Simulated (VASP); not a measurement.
Set up this calculation in VASP 6.6.1, as the native input.

```
Task                   : single point
Functional             : PBE
Potentials or basis    : VASP PAW PBE potentials, release 64 (Ti_sv, O)
Cutoff                 : 520 eV
k mesh                 : 4 × 4 × 6
Occupations            : gaussian, width 0.01 eV
Spin                   : no spin polarisation
Dipole correction      : no
Further INCAR settings : ALGO = Normal; EDIFF = 1e-06; NBANDS = 33
```

The structure of TiO2 (Rutile) lies in POSCAR:

```
TiO2
1.0
    4.5968460591      0.0000000000      0.0000000000
    0.0000000000      4.5968460591      0.0000000000
    0.0000000000      0.0000000000      2.9535014566
Ti O
2 4
Direct
    0.0000000000      0.0000000000      0.0000000000
    0.5000000000      0.5000000000      0.5000000000
    0.3046430035      0.3046430035      0.0000000000
    0.1953569965      0.8046430035      0.5000000000
    0.6953569965      0.6953569965      0.0000000000
    0.8046430035      0.1953569965      0.5000000000
```

One way to write it, as run:

INCAR

```
  PREC = Accurate
  ENCUT = 520
  EDIFF = 1E-6
  ISMEAR = 0
  SIGMA = 0.01
  LREAL = F
  LASPH = T
  NELM = 60
  ALGO = Normal
  ISIF = 2
  LWAVE = F
  LCHARG = F
  GGA = PE
  NBANDS = 33
```

KPOINTS

```
Automatic mesh
0
Gamma
  4 4 6
```

Potentials or basis: VASP PAW PBE potentials, release 64 (Ti_sv, O).

Command:

```bash
$ cat potpaw_PBE.64/Ti_sv/POTCAR potpaw_PBE.64/O/POTCAR > POTCAR
$ mpirun -np 1 vasp_std > vasp.out
```

It gave:

| Property | Result |
| --- | --- |
| Pressure | 5.9 GPa |
| Largest force | 0.082 eV/Å |
| Band gap on the k mesh | 1.86 eV, direct |

Wall time 29 s on 1 thread of Intel(R) Xeon(R) Platinum 8559C (Emerald Rapids), on a shared host, peak memory 0.19 GiB.
